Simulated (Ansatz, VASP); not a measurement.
# One calculation of Cu3BiS4, two programs

The input POSCAR:

```
Cu3BiS4
1.0
    0.0000000000      5.5020763400      0.0000000000
    5.5020763400      0.0000000000      0.0000000000
    2.7510376600      2.7510376600     -5.5020763400
Bi S Cu
1 4 3
Direct
    0.0000000000      0.0000000000      0.0000000000
    0.3750000000      0.3750000000      0.7500000000
    0.6250000000      0.1250000000      0.2500000000
    0.8750000000      0.8750000000      0.7500000000
    0.1250000000      0.6250000000      0.2500000000
    0.7500000000      0.2500000000      0.5000000000
    0.2500000000      0.7500000000      0.5000000000
    0.5000000000      0.5000000000      0.0000000000
```

Contents of INCAR.step1:

```
ALGO = Normal
EDIFF = 1E-4
ENCUT = 520
GGA = PE
ISMEAR = -1
LASPH = T
LCHARG = F
LREAL = F
LWAVE = T
NBANDS = 46
NELM = 80
PREC = Accurate
SIGMA = 0.1
```

INCAR.step2

```
ALGO = Normal
EDIFF = 1E-7
ENCUT = 520
ISIF = 2
ISMEAR = -1
ISTART = 1
LASPH = T
LCHARG = F
LMIXTAU = T
LREAL = F
LWAVE = F
METAGGA = R2SCAN
NBANDS = 46
NELM = 80
PREC = Accurate
SIGMA = 0.1
```

KPOINTS

```
k-points
0
Gamma
  7 7 7
```

Input for Ansatz:

```yaml
crystal:
  lattice:
    - [0.0, 5.50207634, 0.0]
    - [5.50207634, 0.0, 0.0]
    - [2.75103766, 2.75103766, -5.50207634]
  atoms:
    - { symbol: Bi, position: [0.0, 0.0, 0.0] }
    - { symbol: S, position: [0.375, 0.375, 0.75] }
    - { symbol: S, position: [0.625, 0.125, 0.25] }
    - { symbol: S, position: [0.875, 0.875, 0.75] }
    - { symbol: S, position: [0.125, 0.625, 0.25] }
    - { symbol: Cu, position: [0.75, 0.25, 0.5] }
    - { symbol: Cu, position: [0.25, 0.75, 0.5] }
    - { symbol: Cu, position: [0.5, 0.5, 0.0] }
  symmetry: { tolerance: 0.0003 }
kpoints:
  mp_grid: { grid: [7, 7, 7], shift: [0, 0, 0] }
  band_path:
    path:
      - [0.0, 0.0, 0.0]
      - [0.5, 0.5, 0.5]
      - [0.5, 0.5, 0.25]
      - [0.0, 0.5, 0.0]
      - [0.0, 0.0, 0.0]
      - [0.0, 0.0, -0.5]
      - [0.0, 0.375, -0.3125]
      - [0.0, 0.625, 0.3125]
      - [0.0, 0.0, 0.0]
      - [0.5, 0.5, 0.5]
      - [0.375, 0.625, 0.5]
    npoints: 6
magnetization:
  spin_polarized: false
scf:
  occupations: { method: fermi_dirac }
  lower_state_search: "off"
  max_iter: 200
hamiltonian:
  pseudopotentials: { kind: paw }
  xc: r2scan
basis:
  ecutwfc: 500
  fft_grid_basis: typed
output:
  forces: true
  stress: true
  eigenvalues: true
  bader: true
  populations: true
  elf: true
  write_potential: true
  volumetric_format: npy
  dos:
    e_range: [-12, 8]
    de: 0.05
    projected: { site_lists: { Bi: [Bi], Cu: [Cu], S: [S] } }
checkpoint:
  read: saved_state
```

Alike in both runs: task single point; functional r2SCAN; k mesh 7 × 7 × 7; no spin polarisation.

```csv
,VASP,Ansatz
version,VASP 6.6.1,Ansatz 0.2.0
potentials or method,"VASP PAW PBE potentials, release 64 (Bi_d, S, Cu), cutoff 520 eV",PAW plane waves
occupations,"fermi-dirac, width 0.1 eV",fermi-dirac
valence electrons in the cell,72,96
```

VASP gave:

```
pressure (GPa)                                                : 1.6
traceless stress, the component that is largest in VASP (GPa) : 0.06
rms of the force components (eV/Å)                            : 1.059
```

**Question.** Estimate Ansatz's values.

**Answer.** Pressure (GPa): 1.7; traceless stress, the component that is largest in VASP (GPa): 0.06; rms of the force components (eV/Å): 1.076.

VASP's potentials were made for PBE, not for r2SCAN. Atom by atom the forces differ by 0.017 eV/Å (rms over components). VASP's potentials hold 72 valence electrons a cell and Ansatz's 96, so a difference there can come from the potentials and not from the codes. Ansatz's warnings: structure snapped to symmetry.

Spin-orbit coupling is off throughout.
